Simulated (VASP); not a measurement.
Here is a VASP 6.6.1 calculation.

Contents of POSCAR:

```
Al
1.0
   -1.5990362448      1.5990362448      1.5990362448
    1.5990362448     -1.5990362448      1.5990362448
    1.5990362448      1.5990362448     -1.5990362448
Al
1
Direct
    0.0000000000      0.0000000000      0.0000000000
```

Contents of INCAR.step1:

```
SYSTEM = Al
  PREC = Accurate
  ENCUT = 520
  ISMEAR = 1
  SIGMA = 0.1
  LREAL = .FALSE.
  LASPH = .TRUE.
  NELM = 100
  NBANDS = 8
  GGA = PE
  ALGO = Normal
  EDIFF = 1E-4
  LWAVE = .TRUE.
  LCHARG = .FALSE.
```

Contents of INCAR.step2:

```
SYSTEM = Al
  PREC = Accurate
  ENCUT = 520
  EDIFF = 1E-6
  ISMEAR = 1
  SIGMA = 0.1
  LREAL = .FALSE.
  LASPH = .TRUE.
  NELM = 100
  ALGO = Normal
  ISIF = 2
  LWAVE = .FALSE.
  LCHARG = .FALSE.
  METAGGA = R2SCAN
  LMIXTAU = .TRUE.
  NBANDS = 8
  ISTART = 1
```

File KPOINTS:

```
regular mesh
0
G
  10 10 10
  0 0 0
```

Potentials or basis: VASP PAW PBE potentials, release 64 (Al).

Run with:

```bash
$ cat potpaw_PBE.64/Al/POTCAR > POTCAR
$ cp INCAR.step1 INCAR
$ mpirun -np 1 vasp_std > vasp.out
$ cp INCAR.step2 INCAR
$ mpirun -np 1 vasp_std > vasp.out
```

Q: Estimate the pressure.

A: -0.3 GPa.

Caveat: the PAW data sets were made with another functional, which shifts forces and pressure a little.
